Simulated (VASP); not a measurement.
Ti, 1 atom in the cell. It takes space group I4/mmm (No. 139, tetragonal). The conventional cell has a = 3.380 Å, b = 3.380 Å, c = 3.233 Å, α = 90.00°, β = 90.00°, γ = 90.00°. Ti (site symmetry 4/mmm) has 14 Ti at 2.89 to 3.38 Å within 3.8 Å.  This cell differs from its parent crystal: strain +0.030 along x and y, -0.015 along z.

```yaml
Program: VASP 6.6.1
Task: single point
Functional: PBEsol
Potentials_or_basis: VASP PAW PBE potentials, release 64 (Ti_sv)
Cutoff: 520 eV
k_mesh: 20 × 20 × 20
Occupations: gaussian, width 0.15 eV
Spin: no spin polarisation
Dipole_correction: no
Further_INCAR_settings: ALGO = Fast; EDIFF = 1e-06; NBANDS = 12
```

Potentials or basis: VASP PAW PBE potentials, release 64 (Ti_sv).

The run is started by

```sh
$ cat potpaw_PBE.64/Ti_sv/POTCAR > POTCAR
$ mpirun -np 1 vasp_std > vasp.out
```

Hardware: 1 thread of Intel(R) Xeon(R) 6975P-C (Granite Rapids), with other jobs on the host.

Estimate the wall time of this run.

Wall time 66 s on 1 thread of Intel(R) Xeon(R) 6975P-C (Granite Rapids), on a shared host, peak memory 0.25 GiB. Counts: scf iterations 20, k points 641.
